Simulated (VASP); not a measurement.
Crystal: Be.

```
Be
1.0
    -1.55915   -0.01980   -1.55286
    -1.58417   -3.08853    1.53827
    -1.63170    3.17566    1.66501
Be
4
Direct
  0.00936 0.99048 0.99207
  0.45939 0.49595 0.98038
  0.49790 0.98775 0.49307
  0.03335 0.52582 0.53448
```

```yaml
Program: VASP 6.6.1
Task: relaxation of cell and atoms
Functional: PBE
Potentials_or_basis: VASP PAW PBE potentials, release 64 (Be)
Cutoff: 600 eV
k_mesh: 10 × 6 × 6
Occupations: gaussian, width 0.2 eV
Spin: no spin polarisation
```

At the start: pressure 4.4 GPa; volume 7.82 Å³/atom.

Where does the relaxation end?

Over 8 steps the energy falls by 70.1 meV/atom and the volume is 7.88 Å³/atom (+0.8 %); space group Fm-3m (No. 225, to 0.05 Å).

The path:
```tsv
step	energy change (eV)	largest force (eV/Å)	pressure (GPa)	volume (Å³)
1	0.0000	1.7388	4.42	31.27
2	-0.2233	0.6766	-1.89	32.24
3	-0.2425	0.3141	-3.60	32.65
4	-0.2742	0.1398	-1.08	31.83
5	-0.2772	0.1407	0.06	31.51
6	-0.2795	0.0696	0.07	31.50
7	-0.2802	0.0492	0.08	31.50
8	-0.2804	0.0160	-0.01	31.52
```

Final structure:
```cif
data_structure
_symmetry_space_group_name_H-M 'P 1'
_symmetry_Int_Tables_number 1
_cell_length_a 2.2394
_cell_length_b 3.8620
_cell_length_c 3.8619
_cell_angle_alpha 109.301
_cell_angle_beta 90.002
_cell_angle_gamma 90.007
_cell_volume 31.52
loop_
_atom_site_label
_atom_site_type_symbol
_atom_site_fract_x
_atom_site_fract_y
_atom_site_fract_z
_atom_site_occupancy
Be1 Be 0.99984 0.99969 0.99963 1
Be2 Be 0.49958 0.50010 0.00017 1
Be3 Be 0.50025 0.00001 0.49994 1
Be4 Be 0.00033 0.50020 0.50026 1
```
